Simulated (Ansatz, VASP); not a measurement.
## Al2As: VASP beside Ansatz

```xyz
6
Lattice="3.7931 0.0000 0.0000 0.0000 3.7931 0.0000 0.0000 0.0000 7.3301" Properties=species:S:1:pos:R:3 pbc="T T T"
Al    0.0000    0.0000    0.0000
Al    1.8965    1.8965    0.0000
Al    0.0000    1.8965    2.2823
Al    1.8965    0.0000    5.0479
As    0.0000    1.8965    4.9026
As    1.8965    0.0000    2.4276
```

Alike in both runs: functional r2SCAN; k mesh 4 × 4 × 4; occupations gaussian, width 0.1 eV; no spin polarisation.

Ansatz relaxed the structure, and its values are those at the end. VASP's run is a single point on that final structure, the one shown.

|  | VASP | Ansatz |
| --- | --- | --- |
| version | VASP 6.6.1 | Ansatz 0.2.0 |
| potentials or method | VASP PAW PBE potentials, release 64 (Al, As), cutoff 520 eV | scalar-relativistic, plane waves, PAW |
| valence electrons in the cell | 22 | 42 |

```tsv
	VASP	Ansatz	Ansatz less VASP
gap on the k mesh at the Fermi level (eV)	none	none	-
pressure (GPa)	-0.1	0.0	+0.13
rms of the force components (eV/Å)	0.007	0.003	-0.0035
```

VASP's potentials were made for PBE, not for r2SCAN. A gap of «none» marks a metal or a gap that the smearing closes. VASP's potentials hold 22 valence electrons a cell and Ansatz's 42, so a difference there can come from the potentials and not from the codes.

The k mesh is coarse, so the values compare programs but aren't converged.
